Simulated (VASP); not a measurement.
# Cd (P6_3/mmc) in VASP: notebook

Runs on Cd. Level: PBE. Tasks: single point.

Program: VASP 6.6.1. These are calculated values, not measurements. Logs are shortened: lines on timing, memory, paths and dates and some standing lists are left out, and cuts for length are marked.

### 1 The cell of the first run

The structure is hexagonal, space group P6_3/mmc (No. 194). The conventional cell has a = 2.939 Å, b = 2.939 Å, c = 5.542 Å, α = 90.00°, β = 90.00°, γ = 120.00°. Cd (site symmetry -6m2) has 12 Cd at 2.94 to 3.25 Å within 3.9 Å.

### 2 Single point, PBE (20.72 Å³/atom)

File INCAR:

```
SYSTEM = Cd
  ALGO = Normal
  EDIFF = 1E-7
  ENCUT = 520
  GGA = PE
  ISIF = 2
  ISMEAR = -1
  LASPH = .True.
  LCHARG = .True.
  LELF = .True.
  LREAL = .False.
  LVHAR = .True.
  LWAVE = .False.
  NBANDS = 19
  NELM = 80
  PREC = Accurate
  SIGMA = 0.05
```

File KPOINTS:

```
k-points
0
Gamma
  14 14 7
  0 0 0
```

File POSCAR:

```
Cd
1.0
    2.9386125390      0.0000000000      0.0000000000
   -1.4693062694      2.5449131106      0.0000000000
    0.0000000000      0.0000000000      5.5417265038
Cd
2
Direct
    0.3333333333      0.6666666667      0.2500000000
    0.6666666667      0.3333333333      0.7500000000
```

Potentials or basis: VASP PAW PBE potentials, release 64 (Cd).

Started as:

```bash
> cat potpaw_PBE.64/Cd/POTCAR > POTCAR
> mpirun -np 1 vasp_std > vasp.out
```

OUTCAR:

```text
SYSTEM = Cd
   EDIFF = 1E-7
   ENCUT = 520
   GGA = PE
   ISIF = 2
   ISMEAR = -1
   LASPH = .True.
   LREAL = .False.
   NELM = 80
   PREC = Accurate

 ion  position               nearest neighbor table
   1  0.333  0.667  0.250-   2 3.25   2 3.25   2 3.25   2 3.25   2 3.25   2 3.25
   2  0.667  0.333  0.750-   1 3.25   1 3.25   1 3.25   1 3.25   1 3.25   1 3.25

  LATTYP: Found a hexagonal cell.
 ALAT       =     2.9386125390
 C/A-ratio  =     1.8858309594

  Lattice vectors:

 A1 = (   2.9386125390,   0.0000000000,   0.0000000000)
 A2 = (  -1.4693062694,   2.5449131106,   0.0000000000)
 A3 = (   0.0000000000,   0.0000000000,   5.5417265038)

Analysis of symmetry for initial positions (statically):
=====================================================================
 Subroutine PRICEL returns:
 Original cell was already a primitive cell.

 Routine SETGRP: Setting up the symmetry group for a
 hexagonal supercell.

 Subroutine GETGRP returns: Found 24 space group operations
 (whereof 12 operations were pure point group operations)
 out of a pool of 24 trial point group operations.

The static configuration has the point symmetry D_3d.
 The point group associated with its full space group is D_6h.

Analysis of symmetry for dynamics (positions and initial velocities):
=====================================================================
 Subroutine PRICEL returns:
 Original cell was already a primitive cell.

 Routine SETGRP: Setting up the symmetry group for a
 hexagonal supercell.

 Subroutine GETGRP returns: Found 24 space group operations
 (whereof 12 operations were pure point group operations)
 out of a pool of 24 trial point group operations.

The dynamic configuration has the point symmetry D_3d.
 The point group associated with its full space group is D_6h.

 Subroutine INISYM returns: Found 24 space group operations
 (whereof 12 operations are pure point group operations),
 and found     1 'primitive' translations

----------------------------------------------------------------------------------------

                                     Primitive cell

  volume of cell :      41.4439

  direct lattice vectors                    reciprocal lattice vectors
     2.938612539  0.000000000  0.000000000     0.340296649  0.196470362  0.000000000
    -1.469306269  2.544913111  0.000000000     0.000000000  0.392940724  0.000000000
     0.000000000  0.000000000  5.541726504     0.000000000  0.000000000  0.180449179

  length of vectors
     2.938612539  2.938612539  5.541726504     0.392940724  0.392940724  0.180449179

  position of ions in fractional coordinates (direct lattice)
     0.333333333  0.666666667  0.250000000
     0.666666667  0.333333333  0.750000000

  ion indices of the primitive-cell ions
   primitive index   ion index
                 1           1
                 2           2

----------------------------------------------------------------------------------------

 KPOINTS: k-points

Automatic generation of k-mesh.
 Grid dimensions read from file:
 generate k-points for:   14   14    7

 Generating k-lattice:

  Cartesian coordinates                     Fractional coordinates (reciprocal lattice)
     0.024306904  0.014033597  0.000000000     0.071428571  0.000000000  0.000000000
     0.000000000  0.028067195  0.000000000     0.000000000  0.071428571  0.000000000
     0.000000000  0.000000000  0.025778454     0.000000000  0.000000000  0.142857143

  Length of vectors
     0.028067195  0.028067195  0.025778454

  Shift w.r.t. Gamma in fractional coordinates (k-lattice)
     0.000000000  0.000000000  0.000000000

 Subroutine IBZKPT returns following result:
 ===========================================

 Found     96 irreducible k-points:

 Following reciprocal coordinates:
            Coordinates               Weight
  0.000000  0.000000  0.000000      1.000000
  0.071429  0.000000  0.000000      6.000000
  0.142857  0.000000  0.000000      6.000000
  0.214286  0.000000  0.000000      6.000000
  0.285714  0.000000  0.000000      6.000000
  0.357143  0.000000  0.000000      6.000000
[... 16 lines left out ...]
  0.285714  0.285714  0.000000      6.000000
  0.357143  0.285714  0.000000      6.000000
 [... further k-points ...]
   k-points           NKPTS =     96   k-points in BZ     NKDIM =     96   number of bands    NBANDS=     19
   number of dos      NEDOS =    301   number of ions     NIONS =      2
   total plane-waves  NPLWV =  24192
   dimension x,y,z NGX =    24 NGY =   24 NGZ =   42
   dimension x,y,z NGXF=    48 NGYF=   48 NGZF=   84
   ions per type =               2
   NGX,Y,Z   is equivalent  to a cutoff of  13.58, 13.58, 12.60 a.u.
   NGXF,Y,Z  is equivalent  to a cutoff of  27.16, 27.16, 25.20 a.u.
 SYSTEM =  Cd
   PREC   = accura    normal or accurate (medium, high low for compatibility)
   ISTART =      0    job   : 0-new  1-cont  2-samecut
   ICHARG =      2    charge: 1-file 2-atom 10-const
   ISPIN  =      1    spin polarized calculation?
   LNONCOLLINEAR =      F non collinear calculations
   LSORBIT =      F    spin-orbit coupling
   LASPH  =      T    aspherical Exc in radial PAW
   ENCUT  =  520.0 eV  38.22 Ry    6.18 a.u.   5.46  5.46 10.30*2*pi/ulx,y,z
   NELM   =     80;   NELMIN=  2; NELMDL= -5     # of ELM steps
   EDIFF  = 0.1E-06   stopping-criterion for ELM
   LREAL  =      F    real-space projection
   EDIFFG = 0.1E-05   stopping-criterion for IOM
   NSW    =      0    number of steps for IOM
   IBRION =     -1    ionic relax: 0-MD 1-quasi-New 2-CG
   NFREE  =      0    steps in history (QN), initial steepest desc. (CG)
   ISIF   =      2    stress and relaxation
   ISYM   =      2    0-nonsym 1-usesym 2-fastsym
   POTIM  = 0.5000    time-step for ionic-motion
   TEBEG  =    0.0;   TEEND  =   0.0 temperature during run
   PSTRESS=    0.0 pullay stress
   NELECT =      24.0000    total number of electrons
   NUPDOWN=      -1.0000    fix difference up-down
   EMIN   =  10.00;   EMAX   =-10.00  energy-range for DOS
   EFERMI =   0.00;   METHOD = LEGACY
   ISMEAR =    -1;   SIGMA  =   0.05  broadening in eV -4-tet -1-fermi 0-gaus
   EFERMI_NEDOS =   21; number of points for ismear=-14 and -15
   IALGO  =     38    algorithm
   IMIX   =      4    mixing-type and parameters
     AMIX     =   0.40;   BMIX     =  1.00
     AMIX_MAG =   1.60;   BMIX_MAG =  1.00
  volume/ion in A,a.u.               =      20.72       139.84
  Fermi-wavevector in a.u.,A,eV,Ry     =   1.364557  2.578639 25.334275  1.862017
  Thomas-Fermi vector in A             =   2.490863
   LORBIT       =      0    0 simple, 1 ext, 2 COOP (PROOUT), +10 PAW based schemes
   GGA     = PE    functional components
   LHFCALC =     F    Hartree Fock is set to
   AEXX    =    0.0000 exact exchange contribution
   IVDW    =     0    specifies the selected vdW correction
   LEPSILON=     F    determine dielectric tensor
   LRPA    =     F    only Hartree local field effects (RPA)
 non-spin polarized calculation
  energy-cutoff  :      520.00
  volume of cell :       41.44
 maximum number of plane-waves:      1149
 NGX is ok and might be reduce to    24
   NGX = 11   NGY = 11   NGZ = 21

 number of electron      24.0000013 magnetization

 Free energy of the ion-electron system (eV)
  ---------------------------------------------------
  ext. energy  EPLUGINS =         0.00000000
  ---------------------------------------------------
  free energy    TOTEN  =        -1.40939807 eV

  energy without entropy =       -1.40325476  energy(sigma->0) =       -1.40632641

 E-fermi :   3.3048     XC(G=0): -11.2510

 val. band max:        3.2992329480   @ k =   0.3571   0.0714   0.0000
 cond. band min:       3.3323074604   @ k =   0.2143   0.1429   0.0000
 fundamental gap:      0.0330745125
 Fermi energy:         3.3047913943

 k-point     1 :       0.0000    0.0000    0.0000
  band No.  band energies     occupation
      1      -6.7977      2.00000
      2      -6.5101      2.00000
      3      -6.0932      2.00000
      4      -6.0932      2.00000
      5      -6.0369      2.00000
      6      -6.0369      2.00000
[... 11 lines left out ...]
     18      18.6225      0.00000
     19      19.2461      0.00000

 k-point     2 :       0.0714    0.0000    0.0000
  band No.  band energies     occupation
      1      -6.7401      2.00000
      2      -6.4502      2.00000
      3      -6.1156      2.00000
      4      -6.0585      2.00000
      5      -6.0422      2.00000
      6      -5.9877      2.00000
[... 11 lines left out ...]
     18      18.5545      0.00000
     19      19.7222      0.00000

 k-point     3 :       0.1429    0.0000    0.0000
  band No.  band energies     occupation
      1      -6.6145      2.00000
      2      -6.3496      2.00000
      3      -6.1777      2.00000
      4      -6.0672      2.00000
      5      -5.8966      2.00000
      6      -5.8475      2.00000
[... 11 lines left out ...]
     18      18.0943      0.00000
     19      18.4033      0.00000

 k-point     4 :       0.2143    0.0000    0.0000
  band No.  band energies     occupation
      1      -6.5956      2.00000
      2      -6.3412      2.00000
      3      -6.1710      2.00000
      4      -5.9417      2.00000
      5      -5.9396      2.00000
      6      -5.6794      2.00000
[... 11 lines left out ...]
     18      16.4031      0.00000
     19      17.0724      0.00000

 k-point     5 :       0.2857    0.0000    0.0000
  band No.  band energies     occupation
      1      -6.7022      2.00000
      2      -6.4770      2.00000
      3      -6.1870      2.00000
      4      -5.9999      2.00000
      5      -5.8074      2.00000
      6      -5.7277      2.00000
[... 11 lines left out ...]
     18      16.7455      0.00000
     19      17.0262      0.00000

 k-point     6 :       0.3571    0.0000    0.0000
  band No.  band energies     occupation
      1      -6.8234      2.00000
      2      -6.6066      2.00000
      3      -6.3885      2.00000
      4      -5.9264      2.00000
      5      -5.8560      2.00000
      6      -5.7798      2.00000
[... 11 lines left out ...]
     18      16.5369      0.00000
     19      17.4305      0.00000

 k-point     7 :       0.4286    0.0000    0.0000
  band No.  band energies     occupation
      1      -6.9108      2.00000
      2      -6.6958      2.00000
      3      -6.5168      2.00000
      4      -6.0055      2.00000
      5      -5.8179      2.00000
      6      -5.7609      2.00000
[... 11 lines left out ...]
     18      16.4163      0.00000
     19      16.7718      0.00000

 k-point     8 :       0.5000    0.0000    0.0000
  band No.  band energies     occupation
      1      -6.9422      2.00000
      2      -6.7275      2.00000
      3      -6.5607      2.00000
      4      -6.0333      2.00000
      5      -5.8313      2.00000
      6      -5.7271      2.00000
[... 256 lines left out ...]
 k-point    20 :       0.2143    0.2143    0.0000
  band No.  band energies     occupation
      1      -6.4051      2.00000
      2      -6.3395      2.00000
      3      -6.3199      2.00000
      4      -6.0321      2.00000
      5      -5.9740      2.00000
      6      -5.8016      2.00000
[... 11 lines left out ...]
     18      12.8338      0.00000
     19      13.6475      0.00000

 k-point    21 :       0.2857    0.2143    0.0000
  band No.  band energies     occupation
      1      -6.4438      2.00000
      2      -6.4081      2.00000
      3      -6.2845      2.00000
      4      -6.0554      2.00000
      5      -5.8748      2.00000
      6      -5.8460      2.00000
[... 11 lines left out ...]
     18      11.8917      0.00000
     19      13.0015      0.00000

 k-point    22 :       0.3571    0.2143    0.0000
  band No.  band energies     occupation
      1      -6.4810      2.00000
      2      -6.4548      2.00000
      3      -6.2678      2.00000
      4      -6.0238      2.00000
      5      -5.9460      2.00000
      6      -5.7682      2.00000
[... 11 lines left out ...]
     18      11.5766      0.00000
     19      12.7656      0.00000

 k-point    23 :       0.2857    0.2857    0.0000
  band No.  band energies     occupation
      1      -6.4212      2.00000
      2      -6.2549      2.00000
      3      -6.1988      2.00000
      4      -6.0593      2.00000
      5      -5.9329      2.00000
      6      -5.7984      2.00000
[... 11 lines left out ...]
     18      10.2438      0.00000
     19      11.7385      0.00000

 k-point    24 :       0.3571    0.2857    0.0000
  band No.  band energies     occupation
      1      -6.4229      2.00000
      2      -6.2144      2.00000
      3      -6.0811      2.00000
      4      -6.0239      2.00000
      5      -6.0021      2.00000
      6      -5.8665      2.00000
[... 11 lines left out ...]
     18       9.5178      0.00000
     19      11.4132      0.00000

 [... further k-points ...]

------------------------ aborting loop because EDIFF is reached ----------------------------------------

  FORCE on cell =-STRESS in cart. coord.  units (eV):
  Direction    XX          YY          ZZ          XY          YZ          ZX
  --------------------------------------------------------------------------------------
  -------------------------------------------------------------------------------------
  Total        1.8697933      1.8697933      1.1151301      0.0000000      0.0000000      0.0000000
  in kB       72.2842696     72.2842696     43.1097737      0.0000000      0.0000000      0.0000000
  external PRESSURE =      62.5594376 kB  Pullay stress =       0.0000000 kB

 VOLUME and BASIS-vectors are now :
 -----------------------------------------------------------------------------
  energy-cutoff  :      520.00
  volume of cell :       41.44
      direct lattice vectors                 reciprocal lattice vectors
     2.938612539  0.000000000  0.000000000     0.340296649  0.196470362  0.000000000
    -1.469306269  2.544913111  0.000000000     0.000000000  0.392940724  0.000000000
     0.000000000  0.000000000  5.541726504     0.000000000  0.000000000  0.180449179

 POSITION                                       TOTAL-FORCE (eV/Angst)
 -----------------------------------------------------------------------------------
     -0.00000      1.69661      1.38543         0.000000     -0.000000     -0.000000
      1.46931      0.84830      4.15629        -0.000000      0.000000      0.000000
 -----------------------------------------------------------------------------------
    total drift:                               -0.000000      0.000000      0.000000

  FREE ENERGIE OF THE ION-ELECTRON SYSTEM (eV)
  ---------------------------------------------------
  free  energy   TOTEN  =        -1.4093980673 eV

  energy  without entropy=       -1.4032547596  energy(sigma->0) =       -1.40632641
```

It took 99 s on 1 thread of Intel Xeon 8259CL, shared host; peak memory 0.2 GiB.

What came out:

```yaml
Free_energy: -1.4094 eV
Pressure: 6.3 GPa
Band_gap_on_the_k_mesh: zero (bands 12 and 13 overlap by 4.36 eV)
```

Levels at points of the mesh, in eV from the Fermi level:
```
           k point  band 9  band 10  band 11  band 12  band 13  band 14  band 15  band 16
(0.00, 0.00, 0.00)   -8.83    -8.56    -8.56    -3.26    -3.02    10.78    14.61    15.28
(0.50, 0.00, 0.00)   -8.27    -8.24    -2.48    -1.88     2.05     3.04     3.39     5.34
```

Caveat: the cell stands under pressure.

### 3 Single point, PBE (21.37 Å³/atom)

This run uses another cell than the first one, of 21.37 Å³/atom.

File INCAR:

```
  ALGO = Normal
  EDIFF = 1E-6
  ENCUT = 520
  GGA = PE
  ISIF = 2
  ISMEAR = -1
  LASPH = T
  LCHARG = F
  LREAL = F
  LWAVE = F
  NBANDS = 19
  NELM = 80
  PREC = Accurate
  SIGMA = 0.05
```

File KPOINTS:

```
k-points
0
Gamma
  14 14 7
```

File POSCAR:

```
Cd
1.0
    2.9689096494      0.0000000000      0.0000000000
   -1.4844548246      2.5711511778      0.0000000000
    0.0000000000      0.0000000000      5.5988617326
Cd
2
Direct
    0.3333333333      0.6666666667      0.2500000000
    0.6666666667      0.3333333333      0.7500000000
```

Potentials or basis: VASP PAW PBE potentials, release 64 (Cd).

Started as:

```bash
> cat potpaw_PBE.64/Cd/POTCAR > POTCAR
> mpirun -np 1 vasp_std > vasp.out
```

It took 95 s on 1 thread of Intel Xeon 8259CL, shared host; peak memory 0.2 GiB.

The run converged. Its results:

- Free energy: -1.4506 eV
- Pressure: 4.0 GPa
- Band gap on the k mesh: zero (bands 12 and 13 overlap by 4.34 eV)

Stress tensor (GPa, compression positive):
```
4.64 0.00 0.00
0.00 4.64 0.00
0.00 0.00 2.71
```

Levels at points of the mesh, in eV from the Fermi level:
| k point | band 9 | band 10 | band 11 | band 12 | band 13 | band 14 | band 15 | band 16 |
| --- | --- | --- | --- | --- | --- | --- | --- | --- |
| (0.00, 0.00, 0.00) | -8.79 | -8.53 | -8.53 | -3.12 | -3.06 | 10.59 | 14.47 | 14.95 |
| (0.50, 0.00, 0.00) | -8.26 | -8.24 | -2.40 | -1.88 | 1.98 | 3.01 | 3.21 | 5.24 |

Caveat: the cell stands under pressure.

### 4 Single point, PBE (22.02 Å³/atom)

This run uses another cell than the first one, of 22.02 Å³/atom.

File INCAR:

```
ALGO = Normal
EDIFF = 1E-6
ENCUT = 520
GGA = PE
ISIF = 2
ISMEAR = -1
LASPH = T
LCHARG = T
LELF = T
LREAL = F
LVHAR = T
LWAVE = F
NBANDS = 19
NELM = 100
PREC = Accurate
SIGMA = 0.05
```

KPOINTS is that of step 3.

File POSCAR:

```
Cd
1.0
    2.9986007155      0.0000000000      0.0000000000
   -1.4993003577      2.5968643954      0.0000000000
    0.0000000000      0.0000000000      5.6548540644
Cd
2
Direct
    0.3333333333      0.6666666667      0.2500000000
    0.6666666667      0.3333333333      0.7500000000
```

Started as:

```bash
> cat potpaw_PBE.64/Cd/POTCAR > POTCAR
> mpirun -np 1 vasp_std > vasp.out
```

Wall time 1.7 min (1 thread of Intel Xeon 8259CL, shared host); peak memory 0.2 GiB.

It converged, with:

| Item | Value |
| --- | --- |
| Free energy | -1.4752 eV |
| Pressure | 2.2 GPa |
| Band gap on the k mesh | zero (bands 12 and 13 overlap by 4.25 eV) |

Stress tensor (GPa, compression positive):
```
2.53 0.00 0.00
0.00 2.53 0.00
0.00 0.00 1.42
```

Levels at points of the mesh, in eV from the Fermi level:
```csv
k point,band 9,band 10,band 11,band 12,band 13,band 14,band 15,band 16
"(0.00, 0.00, 0.00)",-8.75,-8.51,-8.51,-3.08,-2.99,10.41,14.34,14.63
"(0.50, 0.00, 0.00)",-8.25,-8.23,-2.32,-1.87,1.91,2.98,3.04,5.16
```

### 5 Summary

```tsv
cell	gap on the mesh (eV)	pressure (GPa)
a = 2.939, b = 2.939, c = 5.542 Å, angles 90.0, 90.0, 120.0°, 2 atoms	none	6.3
a = 2.969, b = 2.969, c = 5.599 Å, angles 90.0, 90.0, 120.0°, 2 atoms	none	4.0
a = 2.999, b = 2.999, c = 5.655 Å, angles 90.0, 90.0, 120.0°, 2 atoms	none	2.2
```

Alike in all rows: task single point; level PBE; potentials or basis VASP PAW PBE potentials, release 64 (Cd); no spin polarisation; k mesh 14 × 14 × 7; cutoff (eV) 520; smearing fermi-dirac 0.05 eV.

Caveats: the cell stands under pressure (at least some runs).

Absolute energies hang on the potentials; compare differences alone.

The gap in the log of VASP goes by the Fermi energy; the results here count the filled bands.